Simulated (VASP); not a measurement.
Runs of VASP 6.6.1 on Ni. The structure is that of space group Fm-3m (No. 225), or close to it. The cells are those of the table. 

| task | cell | k mesh | cutoff (eV) | gap on the mesh (eV) | pressure (GPa) | moment (μB) |
| --- | --- | --- | --- | --- | --- | --- |
| single point | a = 2.355 Å, angles 60.0°, 1 atom | 26 × 26 × 26 | 520 | none | 25.1 | 0.56 |
| single point | a = 2.422 Å, angles 60.0°, 1 atom | 26 × 26 × 26 | 600 | none | (a) | 0.57 |
| single point | a = 2.389 Å, angles 60.0°, 1 atom | 26 × 26 × 26 | 520 | none | 10.8 | 0.56 |
| single point | a = 2.321 Å, angles 60.0°, 1 atom | 26 × 26 × 26 | 520 | none | 43.3 | 0.55 |
| single point | a = 2.422 Å, angles 60.0°, 1 atom | 15 × 15 × 15 | 600 | none | (c) | 0.60 |
| single point | a = 2.454 Å, angles 60.0°, 1 atom | 26 × 26 × 26 | 520 | none | (b) | 0.57 |
| single point | a = 2.422 Å, angles 60.0°, 1 atom | 26 × 26 × 26 | 520 | none | -0.5 | 0.57 |
| relaxation of cell and atoms | relaxed from a = 2.492 Å, angles 60.0°, 1 atom | 15 × 15 × 15 | 600 | none | 0.0 | 0.60 |

Alike in all rows: level LDA; potentials or basis VASP PAW LDA potentials, release 64 (Ni); spin collinear, ferromagnetic start; smearing fermi-dirac 0.05 eV.

**Question.** Fill in the values left out.

**Answer.** (a) -0.7; (b) -9.4; (c) -0.4.

Caveats: the cell stands under pressure (at least some runs); the cell stands under tension (at least some runs).

A gap of «none» marks levels without a gap at the run's occupations.
